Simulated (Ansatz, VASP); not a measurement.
# One calculation of Si3N4, two programs

```
CELL_PARAMETERS angstrom
7.59500 0.00000 0.00000
-3.79750 6.57746 0.00000
0.00000 0.00000 2.90230
ATOMIC_POSITIONS crystal
Si 0.76725 0.17353 0.32563
Si 0.59372 0.76725 0.82563
Si 0.82647 0.59372 0.32563
Si 0.23275 0.82647 0.82563
Si 0.40628 0.23275 0.32563
Si 0.17353 0.40628 0.82563
N 0.02933 0.32981 0.32563
N 0.69952 0.02933 0.82563
N 0.67019 0.69952 0.32563
N 0.97067 0.67019 0.82563
N 0.30048 0.97067 0.32563
N 0.32981 0.30048 0.82563
N 0.33333 0.66667 0.82562
N 0.66667 0.33333 0.32562
```

Alike in both runs: functional PBE; dispersion D3(BJ); k mesh 6 × 6 × 8; occupations gaussian, width 0.02 eV; no spin polarisation.

Ansatz relaxed the structure, and its values are those at the end. VASP's run is a single point on that final structure, the one shown.

```csv
,VASP,Ansatz
version,VASP 6.6.1,Ansatz 0.2.0
potentials or method,"VASP PAW PBE potentials, release 64 (Si, N), cutoff 520 eV","scalar-relativistic, plane waves, PAW"
valence electrons in the cell,64,64
```

|  | VASP | Ansatz | Ansatz less VASP |
| --- | --- | --- | --- |
| gap on the k mesh at the Fermi level (eV) | 4.35 | 4.36 | +0.012 |
| least direct gap on the mesh (eV) | 4.54 | 4.55 | +0.012 |
| pressure (GPa) | 2.0 | 2.3 | +0.29 |

Ansatz's warnings: stress scf threshold loose.
